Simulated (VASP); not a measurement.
Runs of VASP 6.6.1 on Nb. The structure is that of space group Im-3m (No. 229), or close to it. The cells are those of the table. 

| task | cell | k mesh for the DOS | occupations for the DOS | gap on the mesh (eV) | pressure (GPa) |
| --- | --- | --- | --- | --- | --- |
| single point | a = 2.424 Å, angles 109.5°, 1 atom | - | - | none | 195.1 |
| single point | a = 2.813 Å, angles 109.5°, 1 atom | - | - | none | -0.2 |
| single point | a = 2.611 Å, angles 109.5°, 1 atom | - | - | none | 63.5 |
| single point | a = 2.521 Å, angles 109.5°, 1 atom | - | - | none | (b) |
| single point | a = 2.756 Å, angles 109.5°, 1 atom | - | - | none | 13.2 |
| single point | a = 2.696 Å, angles 109.5°, 1 atom | - | - | none | 31.0 |
| single point | a = 2.305 Å, angles 109.5°, 1 atom | - | - | none | (a) |

Alike in all rows: level LDA; potentials or basis VASP PAW LDA potentials, release 64 (Nb_sv); no spin polarisation; k mesh 16 × 16 × 16; cutoff (eV) 520; smearing fermi-dirac 0.1 eV.

Task: Fill in the values left out.

Result: (a) 352.1; (b) 113.5.

A k mesh can miss the band edges, and the runs leave out spin-orbit coupling on Nb.

A gap of «none» marks levels without a gap at the run's occupations.
